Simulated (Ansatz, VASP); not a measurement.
SbO4 in VASP and in Ansatz

```
CELL_PARAMETERS angstrom
4.30037 0.00000 0.00000
-2.15019 3.72423 0.00000
0.00000 0.00000 3.65291
ATOMIC_POSITIONS crystal
Sb 0.00000 0.00000 0.00000
O 0.33333 0.66667 0.67929
O 0.33333 0.66667 0.32071
O 0.66667 0.33333 0.32071
O 0.66667 0.33333 0.67929
```

Alike in both runs: task relaxation of cell and atoms; functional PBE; k mesh 6 × 6 × 6; occupations gaussian, width 0.1 eV; no spin polarisation.

|  | VASP | Ansatz |
| --- | --- | --- |
| version | VASP 6.6.1 | Ansatz 0.2.0 |
| potentials or method | VASP PAW PBE potentials, release 64 (Sb, O), cutoff 600 eV | scalar-relativistic, plane waves, PAW |
| valence electrons in the cell | 29 | 39 |

|  | VASP | Ansatz | Ansatz less VASP |
| --- | --- | --- | --- |
| gap on the k mesh at the Fermi level, each at its own relaxed structure (eV) | none | none | - |
| relaxed volume (Å³/atom) | 11.57 | 11.67 | +0.101 |
| relaxed length of the cell vector where the two differ most in proportion (Å) | 4.273 | 4.290 | +0.0167 |

A gap of «none» marks a metal or a gap that the smearing closes. VASP's potentials hold 29 valence electrons a cell and Ansatz's 39, so a difference there can come from the potentials and not from the codes.

Spin-orbit coupling is off throughout.
